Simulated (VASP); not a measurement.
# WF3 (Pm-3m) in VASP: further runs, part 2 of 2

VASP 6.6.1. Earlier steps stand in the parts before.

## 3. Single point, PBE, collinear spin

This run uses another cell than the first one, of 14.32 Å³/atom.

INCAR

```
SYSTEM = WF3
PREC = Accurate ; ENCUT = 520
EDIFF = 1E-7 ; ISMEAR = 0
SIGMA = 0.1 ; LREAL = .FALSE.
LASPH = .TRUE. ; NELM = 150
ALGO = Normal ; ISIF = 2
LWAVE = .FALSE. ; LCHARG = .FALSE.
ISPIN = 2 ; MAGMOM = 2.63 -0.01 -0.01 -0.01
LORBIT = 11 ; LMAXMIX = 4
GGA = PE ; NBANDS = 30
```

KPOINTS

```
Automatic mesh
0
G
  4 4 4
  0 0 0
```

POSCAR

```
WF3
1.0
    3.8552265100      0.0000000000      0.0000000000
    0.0000000000      3.8552265100      0.0000000000
    0.0000000000      0.0000000000      3.8552265100
W F
1 3
Direct
    0.5000000000      0.5000000000      0.5000000000
    0.5000000000      0.0000000000      0.0000000000
    0.0000000000      0.5000000000      0.0000000000
    0.0000000000      0.0000000000      0.5000000000
```

Potentials or basis: VASP PAW PBE potentials, release 64 (W_sv, F).

On the command line:

```bash
cat potpaw_PBE.64/W_sv/POTCAR potpaw_PBE.64/F/POTCAR > POTCAR
mpirun -np 1 vasp_std > vasp.out
```

OUTCAR:

```text
SYSTEM = WF3
   PREC = Accurate
   ENCUT = 520
   EDIFF = 1E-7
   ISMEAR = 0
   LREAL = .FALSE.
   LASPH = .TRUE.
   NELM = 150
   ISIF = 2
   ISPIN = 2
   LORBIT = 11
   GGA = PE

 ion  position               nearest neighbor table
   1  0.500  0.500  0.500-
   2  0.500  0.000  0.000-
   3  0.000  0.500  0.000-
   4  0.000  0.000  0.500-

  LATTYP: Found a simple cubic cell.
 ALAT       =     3.8552265100

  Lattice vectors:

 A1 = (   3.8552265100,   0.0000000000,   0.0000000000)
 A2 = (   0.0000000000,   3.8552265100,   0.0000000000)
 A3 = (   0.0000000000,   0.0000000000,   3.8552265100)

Analysis of symmetry for initial positions (statically):
=====================================================================
 Subroutine PRICEL returns:
 Original cell was already a primitive cell.

 Routine SETGRP: Setting up the symmetry group for a
 simple cubic supercell.

 Subroutine GETGRP returns: Found 48 space group operations
[... 823 lines left out ...]

  FORCE on cell =-STRESS in cart. coord.  units (eV):
  Direction    XX          YY          ZZ          XY          YZ          ZX
  --------------------------------------------------------------------------------------
  -------------------------------------------------------------------------------------
  Total       -8.7433905     -8.7433905     -8.7433905      0.0000000     -0.0000000      0.0000000
  in kB     -244.4785483   -244.4785483   -244.4785483      0.0000000     -0.0000000      0.0000000
  external PRESSURE =    -244.4785483 kB  Pullay stress =       0.0000000 kB

 VOLUME and BASIS-vectors are now :
 -----------------------------------------------------------------------------
  energy-cutoff  :      520.00
  volume of cell :       57.30
      direct lattice vectors                 reciprocal lattice vectors
     3.855226510  0.000000000  0.000000000     0.259388131  0.000000000  0.000000000
     0.000000000  3.855226510  0.000000000     0.000000000  0.259388131  0.000000000
     0.000000000  0.000000000  3.855226510     0.000000000  0.000000000  0.259388131

 POSITION                                       TOTAL-FORCE (eV/Angst)
 -----------------------------------------------------------------------------------
      1.92761      1.92761      1.92761         0.000000      0.000000      0.000000
      1.92761      0.00000      0.00000         0.000000      0.000000      0.000000
      0.00000      1.92761      0.00000         0.000000      0.000000      0.000000
      0.00000      0.00000      1.92761         0.000000      0.000000      0.000000
 -----------------------------------------------------------------------------------
    total drift:                                0.000000     -0.000000      0.000000

  FREE ENERGIE OF THE ION-ELECTRON SYSTEM (eV)
  ---------------------------------------------------
  free  energy   TOTEN  =       -19.8987109502 eV

  energy  without entropy=      -19.8716812327  energy(sigma->0) =      -19.88519609

 total charge

# of ion       s       p       d       tot
------------------------------------------
    1        2.149   6.015   2.966  11.129
    2        1.745   4.234   0.000   5.980
    3        1.745   4.234   0.000   5.980
    4        1.745   4.234   0.000   5.980
--------------------------------------------------
tot          7.385  18.718   2.966  29.069

 magnetization (x)

# of ion       s       p       d       tot
------------------------------------------
    1        0.051   0.015   2.524   2.590
    2        0.006  -0.034   0.000  -0.028
    3        0.006  -0.034   0.000  -0.028
    4        0.006  -0.034   0.000  -0.028
--------------------------------------------------
tot          0.069  -0.088   2.524   2.505
```

stdout:

```text
POSCAR found type information on POSCAR W F
 POSCAR found :  2 types and       4 ions
 scaLAPACK will be used
 LDA part: xc-table for (Slater+PW92), standard interpolation
 POSCAR, INCAR and KPOINTS ok, starting setup
 FFT: planning ... GRIDC
 FFT: planning ... GRID_SOFT
 FFT: planning ... GRID
 WAVECAR not read
 entering main loop
```

Wall time 70 s (1 thread of AMD EPYC 7R43 (Zen 3), shared host); peak memory 0.15 GiB.

What came out:

```yaml
Free_energy: -19.8987 eV
Pressure: -24.4 GPa
Band_gap_on_the_k_mesh: zero (filled and empty bands overlap)
Net_moment: 3.00 μB per cell
Site_moments: W +2.59; F -0.03 μB
Valence_electrons_inside_the_program's_atomic_spheres: W 11.13; F 5.98
```

Caveat: the k points lie up to 0.41 Å⁻¹ apart, too coarse for converged energies and pressures of a metal; spin-orbit coupling is left out, which moves the levels of the heavy elements.

## 4. Single point, PBE, collinear spin

INCAR

```
PREC = Accurate ; ENCUT = 520
EDIFF = 1E-7 ; ISMEAR = 0
SIGMA = 0.1 ; LREAL = False
LASPH = True ; NELM = 150
ALGO = Normal ; ISIF = 2
LWAVE = False ; LCHARG = True
ISPIN = 2 ; MAGMOM = 2.05 0 0 0
LORBIT = 11 ; LMAXMIX = 4
GGA = PE ; LELF = True
LVHAR = True ; NBANDS = 30
```

KPOINTS

```
Automatic mesh
0
Gamma
  6 6 6
```

POSCAR

```
WF3
1.0
    3.4469670491      0.0000000000      0.0000000000
    0.0000000000      3.4469670491      0.0000000000
    0.0000000000      0.0000000000      3.4469670491
W F
1 3
Direct
    0.5000000000      0.5000000000      0.5000000000
    0.5000000000      0.0000000000      0.0000000000
    0.0000000000      0.5000000000      0.0000000000
    0.0000000000      0.0000000000      0.5000000000
```

On the command line:

```bash
cat potpaw_PBE.64/W_sv/POTCAR potpaw_PBE.64/F/POTCAR > POTCAR
mpirun -np 1 vasp_std > vasp.out
```

Run time: 1.7 min. Hardware: 1 thread of AMD EPYC 7R43 (Zen 3), shared host; peak memory 0.15 GiB.

Results (log left out):

```yaml
Free_energy: -21.6516 eV
Pressure: -0.1 GPa
Net_moment: 2.87 μB per cell
Site_moments: W +2.42; F +0.02 μB
Valence_electrons_inside_the_program's_atomic_spheres: W 11.34; F 6.06
```

Levels at points of the mesh, in eV from the Fermi level:
Spin up:
```
           k point  band 15  band 16  band 17  band 18  band 19  band 20  band 21  band 22  band 23  band 24
(0.00, 0.00, 0.00)    -3.50    -3.50    -2.86    -2.86    -0.86    -0.86    -0.86    -0.33    13.05    15.70
(0.50, 0.00, 0.00)    -3.93    -3.93    -1.04    -0.74    -0.18     1.29     1.29     4.84     6.40    14.05
(0.50, 0.50, 0.00)    -4.53    -3.18    -0.48    -0.40     0.67     1.26     1.26     5.53     8.70     8.70
(0.50, 0.50, 0.50)    -3.16    -3.16    -0.98    -0.98    -0.98    -0.06    -0.06     3.33    10.92    10.92
```
Spin down:
```tsv
k point	band 12	band 13	band 14	band 15	band 16	band 17	band 18	band 19	band 20	band 21
(0.00, 0.00, 0.00)	-5.26	-5.26	-3.44	-3.44	-3.44	-0.71	-0.71	1.04	1.04	1.04
(0.50, 0.00, 0.00)	-5.80	-5.80	-4.87	-3.86	-3.86	1.12	1.19	1.48	2.90	2.90
(0.50, 0.50, 0.00)	-6.11	-6.11	-4.72	-4.31	-3.13	1.38	1.63	2.85	2.85	2.88
(0.50, 0.50, 0.50)	-4.07	-4.07	-4.07	-3.10	-3.10	0.84	0.84	0.84	2.31	2.31
```

Caveat: spin-orbit coupling is left out, which moves the levels of the heavy elements.

## 5. Summary

| cell | k mesh | gap on the mesh (eV) | pressure (GPa) | moment (μB) |
| --- | --- | --- | --- | --- |
| a = 3.447 Å, 4 atoms | 4 × 4 × 4 | none | 0.1 | 2.75 |
| a = 3.855 Å, 4 atoms | 4 × 4 × 4 | none | -24.4 | 3.00 |
| a = 3.447 Å, 4 atoms | 6 × 6 × 6 | none | -0.1 | 2.87 |

Alike in all rows: task single point; level PBE; potentials or basis VASP PAW PBE potentials, release 64 (W_sv, F); spin collinear; cutoff (eV) 520; smearing gaussian 0.1 eV.

Caveats: some runs use coarse meshes; spin-orbit coupling is left out, which moves the levels of the heavy elements.

Total energies depend on the potentials used, so only differences within one code and one set of settings carry meaning.
